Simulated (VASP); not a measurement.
Input of a VASP 6.6.1 run:

File INCAR:

```
PREC = Accurate ; ENCUT = 520
EDIFF = 1E-6 ; ISMEAR = 0
SIGMA = 0.05 ; LREAL = F
LASPH = T ; NELM = 60
ALGO = Normal ; ISIF = 2
LWAVE = F ; LCHARG = F
NBANDS = 21
```

KPOINTS

```
Automatic mesh
0
Gamma
  8 8 6
```

File POSCAR:

```
AlGaN2
1.0
    3.0466507372      0.0000000000      0.0000000000
    0.0000000000      3.0466507372      0.0000000000
    0.0000000000      0.0000000000      4.4901955091
Al Ga N
1 1 2
Direct
    0.5000000000      0.5000000000      0.5000000000
    0.0000000000      0.0000000000      0.0000000000
    0.5000000000      0.0000000000      0.7382648100
    0.0000000000      0.5000000000      0.2617351900
```

Potentials or basis: VASP PAW LDA potentials, release 64 (Al, Ga_d, N).

The run is started by

```console
$ cat potpaw_LDA.64/Al/POTCAR potpaw_LDA.64/Ga_d/POTCAR potpaw_LDA.64/N/POTCAR > POTCAR
$ mpirun -np 1 vasp_std > vasp.out
```

What does it give for the pressure?

5.3 GPa.

Predict the band gap on the k mesh.

3.09 eV, indirect (least direct gap 3.13 eV).

Stress tensor (GPa, compression positive):
```
7.63 0.00 0.00
0.00 7.63 0.00
0.00 0.00 0.72
```

Caveat: the cell differs from its parent crystal (strain -0.030 along x and y, +0.015 along z). A k mesh can miss the band edges.
